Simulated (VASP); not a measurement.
# Sb2TeO2 (P4/mmm) in VASP: single point with PBE

Aim: the single point of Sb2TeO2 with PBE.

All numbers are computed with VASP 6.6.1; they aren't measurements. Logs are shortened: lines on timing, memory, paths and dates and some standing lists are left out, and cuts for length are marked.

## Step 1: The cell of the first run

Symmetry: P4/mmm, No. 123, tetragonal system. The conventional cell has a = 4.356 Å, b = 4.356 Å, c = 5.759 Å, α = 90.00°, β = 90.00°, γ = 90.00°. Sb (site symmetry 4mm) has 4 O at 2.53 Å and 2 Sb at 2.59 to 3.17 Å within 3.3 Å. Within 4.6 Å of Te (site symmetry 4/mmm) lie 8 Sb at 3.46 Å and 8 O at 3.61 Å and 4 Te at 4.36 Å. Within 3.3 Å of O (site symmetry mmm) lie 4 Sb at 2.53 Å and 4 O at 3.08 Å.

## Step 2: Single point, PBE

INCAR reads:

```
  PREC = Accurate
  ENCUT = 520
  EDIFF = 1E-6
  ISMEAR = 0
  SIGMA = 0.1
  LREAL = False
  LASPH = True
  NELM = 60
  ALGO = Normal
  ISIF = 2
  LWAVE = False
  LCHARG = False
  GGA = PE
  NBANDS = 22
```

KPOINTS reads:

```
Automatic mesh
0
Gamma
  4 4 4
```

POSCAR reads:

```
Sb2TeO2
1.0
    4.3558233600      0.0000000000      0.0000000000
    0.0000000000      4.3558233600      0.0000000000
    0.0000000000      0.0000000000      5.7586128200
Sb Te O
2 1 2
Direct
    0.5000000000      0.5000000000      0.7247068300
    0.5000000000      0.5000000000      0.2752931700
    0.0000000000      0.0000000000      0.0000000000
    0.5000000000      0.0000000000      0.5000000000
    0.0000000000      0.5000000000      0.5000000000
```

Potentials or basis: VASP PAW PBE potentials, release 64 (Sb, Te, O).

On the command line:

```bash
$ cat potpaw_PBE.64/Sb/POTCAR potpaw_PBE.64/Te/POTCAR potpaw_PBE.64/O/POTCAR > POTCAR
$ mpirun -np 1 vasp_std > vasp.out
```

OUTCAR:

```text
PREC = Accurate
   ENCUT = 520
   EDIFF = 1E-6
   ISMEAR = 0
   LREAL = False
   LASPH = True
   NELM = 60
   ISIF = 2
   GGA = PE

 ion  position               nearest neighbor table
   1  0.500  0.500  0.725-   4 2.53   5 2.53   4 2.53   5 2.53   2 2.59   2 3.17   3 3.46   3 3.46
                             3 3.46   3 3.46
   2  0.500  0.500  0.275-   4 2.53   5 2.53   4 2.53   5 2.53   1 2.59   1 3.17   3 3.46   3 3.46
                             3 3.46   3 3.46
   3  0.000  0.000  0.000-   1 3.46   2 3.46   1 3.46   2 3.46   1 3.46   2 3.46   1 3.46   2 3.46

   4  0.500  0.000  0.500-   1 2.53   2 2.53   1 2.53   2 2.53
   5  0.000  0.500  0.500-   1 2.53   2 2.53   1 2.53   2 2.53

  LATTYP: Found a simple tetragonal cell.
 ALAT       =     4.3558233600
 C/A-ratio  =     1.3220492072

  Lattice vectors:

 A1 = (   4.3558233600,   0.0000000000,   0.0000000000)
 A2 = (   0.0000000000,   4.3558233600,   0.0000000000)
 A3 = (   0.0000000000,   0.0000000000,   5.7586128200)

Analysis of symmetry for initial positions (statically):
=====================================================================
 Subroutine PRICEL returns:
 Original cell was already a primitive cell.

 Routine SETGRP: Setting up the symmetry group for a
 simple tetragonal supercell.

 Subroutine GETGRP returns: Found 16 space group operations
 (whereof 16 operations were pure point group operations)
 out of a pool of 16 trial point group operations.

The static configuration has the point symmetry D_4h.

Analysis of symmetry for dynamics (positions and initial velocities):
=====================================================================
 Subroutine PRICEL returns:
 Original cell was already a primitive cell.

 Routine SETGRP: Setting up the symmetry group for a
 simple tetragonal supercell.

 Subroutine GETGRP returns: Found 16 space group operations
 (whereof 16 operations were pure point group operations)
 out of a pool of 16 trial point group operations.

The dynamic configuration has the point symmetry D_4h.

 Subroutine INISYM returns: Found 16 space group operations
 (whereof 16 operations are pure point group operations),
 and found     1 'primitive' translations

----------------------------------------------------------------------------------------

                                     Primitive cell

  volume of cell :     109.2593

  direct lattice vectors                    reciprocal lattice vectors
     4.355823360  0.000000000  0.000000000     0.229577721  0.000000000  0.000000000
     0.000000000  4.355823360  0.000000000     0.000000000  0.229577721  0.000000000
     0.000000000  0.000000000  5.758612820     0.000000000  0.000000000  0.173652932

  length of vectors
     4.355823360  4.355823360  5.758612820     0.229577721  0.229577721  0.173652932

  position of ions in fractional coordinates (direct lattice)
     0.500000000  0.500000000  0.724706830
     0.500000000  0.500000000  0.275293170
     0.000000000  0.000000000  0.000000000
     0.500000000  0.000000000  0.500000000
     0.000000000  0.500000000  0.500000000

  ion indices of the primitive-cell ions
   primitive index   ion index
                 1           1
                 2           2
                 3           3
                 4           4
                 5           5

----------------------------------------------------------------------------------------

 KPOINTS: Automatic mesh

Automatic generation of k-mesh.
 Grid dimensions read from file:
 generate k-points for:    4    4    4

 Generating k-lattice:

  Cartesian coordinates                     Fractional coordinates (reciprocal lattice)
     0.057394430  0.000000000  0.000000000     0.250000000  0.000000000  0.000000000
     0.000000000  0.057394430  0.000000000     0.000000000  0.250000000  0.000000000
     0.000000000  0.000000000  0.043413233     0.000000000  0.000000000  0.250000000

  Length of vectors
     0.057394430  0.057394430  0.043413233

  Shift w.r.t. Gamma in fractional coordinates (k-lattice)
     0.000000000  0.000000000  0.000000000

 Subroutine IBZKPT returns following result:
 ===========================================

 Found     18 irreducible k-points:

 Following reciprocal coordinates:
            Coordinates               Weight
  0.000000  0.000000  0.000000      1.000000
  0.250000  0.000000  0.000000      4.000000
  0.500000  0.000000  0.000000      2.000000
  0.250000  0.250000  0.000000      4.000000
  0.500000  0.250000  0.000000      4.000000
  0.500000  0.500000  0.000000      1.000000
[... 10 lines left out ...]
  0.500000  0.250000  0.500000      4.000000
  0.500000  0.500000  0.500000      1.000000
   k-points           NKPTS =     18   k-points in BZ     NKDIM =     18   number of bands    NBANDS=     22
   number of dos      NEDOS =    301   number of ions     NIONS =      5
   total plane-waves  NPLWV =  49152
   dimension x,y,z NGX =    32 NGY =   32 NGZ =   48
   dimension x,y,z NGXF=    64 NGYF=   64 NGZF=   96
   ions per type =               2   1   2
   NGX,Y,Z   is equivalent  to a cutoff of  12.21, 12.21, 13.86 a.u.
   NGXF,Y,Z  is equivalent  to a cutoff of  24.43, 24.43, 27.71 a.u.
 SYSTEM =  unknown system
   PREC   = accura    normal or accurate (medium, high low for compatibility)
   ISTART =      0    job   : 0-new  1-cont  2-samecut
   ICHARG =      2    charge: 1-file 2-atom 10-const
   ISPIN  =      1    spin polarized calculation?
   LNONCOLLINEAR =      F non collinear calculations
   LSORBIT =      F    spin-orbit coupling
   LASPH  =      T    aspherical Exc in radial PAW
   ENCUT  =  520.0 eV  38.22 Ry    6.18 a.u.   8.10  8.10 10.71*2*pi/ulx,y,z
   NELM   =     60;   NELMIN=  2; NELMDL= -5     # of ELM steps
   EDIFF  = 0.1E-05   stopping-criterion for ELM
   LREAL  =      F    real-space projection
   EDIFFG = 0.1E-04   stopping-criterion for IOM
   NSW    =      0    number of steps for IOM
   IBRION =     -1    ionic relax: 0-MD 1-quasi-New 2-CG
   NFREE  =      0    steps in history (QN), initial steepest desc. (CG)
   ISIF   =      2    stress and relaxation
   ISYM   =      2    0-nonsym 1-usesym 2-fastsym
   POTIM  = 0.5000    time-step for ionic-motion
   TEBEG  =    0.0;   TEEND  =   0.0 temperature during run
   PSTRESS=    0.0 pullay stress
   NELECT =      28.0000    total number of electrons
   NUPDOWN=      -1.0000    fix difference up-down
   EMIN   =  10.00;   EMAX   =-10.00  energy-range for DOS
   EFERMI =   0.00;   METHOD = LEGACY
   ISMEAR =     0;   SIGMA  =   0.10  broadening in eV -4-tet -1-fermi 0-gaus
   EFERMI_NEDOS =   21; number of points for ismear=-14 and -15
   IALGO  =     38    algorithm
   IMIX   =      4    mixing-type and parameters
     AMIX     =   0.40;   BMIX     =  1.00
     AMIX_MAG =   1.60;   BMIX_MAG =  1.00
  volume/ion in A,a.u.               =      21.85       147.46
  Fermi-wavevector in a.u.,A,eV,Ry     =   1.039860  1.965050 14.712089  1.081308
  Thomas-Fermi vector in A             =   2.174409
   LORBIT       =      0    0 simple, 1 ext, 2 COOP (PROOUT), +10 PAW based schemes
   GGA     = PE    functional components
   LHFCALC =     F    Hartree Fock is set to
   AEXX    =    0.0000 exact exchange contribution
   IVDW    =     0    specifies the selected vdW correction
   LEPSILON=     F    determine dielectric tensor
   LRPA    =     F    only Hartree local field effects (RPA)
 non-spin polarized calculation
 Gauss-broadening in eV      SIGMA  =   0.10
  energy-cutoff  :      520.00
  volume of cell :      109.26
 maximum number of plane-waves:      2968
   NGX = 17   NGY = 17   NGZ = 21

 number of electron      27.9999993 magnetization

 Free energy of the ion-electron system (eV)
  ---------------------------------------------------
  ext. energy  EPLUGINS =         0.00000000
  ---------------------------------------------------
  free energy    TOTEN  =       -20.98764778 eV

  energy without entropy =      -20.96225498  energy(sigma->0) =      -20.97495138

 E-fermi :   5.2547     XC(G=0):  -9.7341

 val. band max:        5.2478093094   @ k =   0.2500   0.0000   0.0000
 cond. band min:       5.3369508857   @ k =   0.2500   0.2500   0.2500
 fundamental gap:      0.0891415763
 Fermi energy:         5.2547261281

 k-point     1 :       0.0000    0.0000    0.0000
  band No.  band energies     occupation
      1     -11.9122      2.00000
      2     -10.7850      2.00000
      3      -5.7929      2.00000
      4      -3.0790      2.00000
      5      -2.5162      2.00000
      6       0.6015      2.00000
[... 14 lines left out ...]
     21      12.0028      0.00000
     22      13.6014      0.00000

 k-point     2 :       0.2500    0.0000    0.0000
  band No.  band energies     occupation
      1     -11.7304      2.00000
      2     -10.9071      2.00000
      3      -5.5626      2.00000
      4      -3.9711      2.00000
      5      -2.2228      2.00000
      6       0.7139      2.00000
[... 14 lines left out ...]
     21      12.5084      0.00000
     22      13.0403      0.00000

 k-point     3 :       0.5000    0.0000    0.0000
  band No.  band energies     occupation
      1     -11.4050      2.00000
      2     -11.1717      2.00000
      3      -5.1134      2.00000
      4      -4.8169      2.00000
      5      -1.8234      2.00000
      6      -0.0492      2.00000
[... 14 lines left out ...]
     21      12.5331      0.00000
     22      13.5373      0.00000
[... 326 lines left out ...]
 k-point    17 :       0.5000    0.2500    0.5000
  band No.  band energies     occupation
      1     -11.2758      2.00000
      2     -11.1566      2.00000
      3      -5.1155      2.00000
      4      -4.6881      2.00000
      5      -3.5439      2.00000
      6       1.4946      2.00000
[... 14 lines left out ...]
     21      13.7117      0.00000
     22      14.1660      0.00000

 k-point    18 :       0.5000    0.5000    0.5000
  band No.  band energies     occupation
      1     -11.1488      2.00000
      2     -11.1488      2.00000
      3      -5.6414      2.00000
      4      -4.4754      2.00000
      5      -3.1612      2.00000
      6       0.7542      2.00000
[... 14 lines left out ...]
     21      13.9839      0.00000
     22      14.0492      0.00000

------------------------ aborting loop because EDIFF is reached ----------------------------------------

  FORCE on cell =-STRESS in cart. coord.  units (eV):
  Direction    XX          YY          ZZ          XY          YZ          ZX
  --------------------------------------------------------------------------------------
  -------------------------------------------------------------------------------------
  Total       -9.7439710     -9.7439710      5.7732504      0.0000000     -0.0000000      0.0000000
  in kB     -142.8855022   -142.8855022     84.6588919      0.0000000     -0.0000000      0.0000000
  external PRESSURE =     -67.0373708 kB  Pullay stress =       0.0000000 kB

 VOLUME and BASIS-vectors are now :
 -----------------------------------------------------------------------------
  energy-cutoff  :      520.00
  volume of cell :      109.26
      direct lattice vectors                 reciprocal lattice vectors
     4.355823360  0.000000000  0.000000000     0.229577721  0.000000000  0.000000000
     0.000000000  4.355823360  0.000000000     0.000000000  0.229577721  0.000000000
     0.000000000  0.000000000  5.758612820     0.000000000  0.000000000  0.173652932

 POSITION                                       TOTAL-FORCE (eV/Angst)
 -----------------------------------------------------------------------------------
      2.17791      2.17791      4.17331         0.000000     -0.000000      1.207293
      2.17791      2.17791      1.58531         0.000000      0.000000     -1.207293
      0.00000      0.00000      0.00000         0.000000      0.000000      0.000000
      2.17791      0.00000      2.87931         0.000000      0.000000      0.000000
      0.00000      2.17791      2.87931         0.000000      0.000000      0.000000
 -----------------------------------------------------------------------------------
    total drift:                                0.000000      0.000000     -0.000000

  FREE ENERGIE OF THE ION-ELECTRON SYSTEM (eV)
  ---------------------------------------------------
  free  energy   TOTEN  =       -20.9876477824 eV

  energy  without entropy=      -20.9622549823  energy(sigma->0) =      -20.97495138
```

Run time: 20 s. Hardware: 1 thread of Intel Xeon Platinum 8559C (Emerald Rapids), shared host; peak memory 0.23 GiB.

What came out:

- Free energy: -20.9876 eV
- Pressure: -6.7 GPa
- Largest force: 1.207 eV/Å
- Band gap on the k mesh: zero (band 14 reaches 5.50 eV, above the bottom of band 15 at 5.12 eV)

Forces in eV/Å, atoms in the order of the input:
```
Sb   0.000  0.000  1.207
Sb   0.000  0.000 -1.207
Te   0.000  0.000  0.000
O    0.000  0.000  0.000
O    0.000  0.000  0.000
```

Levels at points of the mesh, in eV from the Fermi level:
| k point | band 11 | band 12 | band 13 | band 14 | band 15 | band 16 | band 17 | band 18 |
| --- | --- | --- | --- | --- | --- | --- | --- | --- |
| (0.00, 0.00, 0.00) | -1.13 | -0.58 | -0.48 | -0.48 | 0.21 | 1.78 | 1.78 | 4.33 |
| (0.50, 0.00, 0.00) | -1.04 | -0.41 | -0.04 | -0.03 | 0.58 | 0.68 | 2.00 | 2.16 |
| (0.50, 0.50, 0.00) | -2.18 | -1.74 | -0.64 | -0.09 | 1.22 | 2.86 | 2.86 | 3.34 |
| (0.00, 0.00, 0.50) | -1.79 | -1.75 | -0.73 | -0.73 | 1.58 | 3.33 | 3.33 | 3.67 |
| (0.50, 0.00, 0.50) | -1.13 | -0.70 | -0.40 | -0.16 | 0.56 | 1.09 | 2.39 | 2.80 |
| (0.50, 0.50, 0.50) | -1.01 | -1.01 | -0.09 | 0.24 | 0.24 | 0.32 | 2.12 | 2.25 |

Caveat: the k points lie up to 0.36 Å⁻¹ apart; spin-orbit coupling is left out, which moves the levels of the heavy elements; forces of over 1 eV/Å act on the atoms, so gaps and moduli don't describe the material at rest.
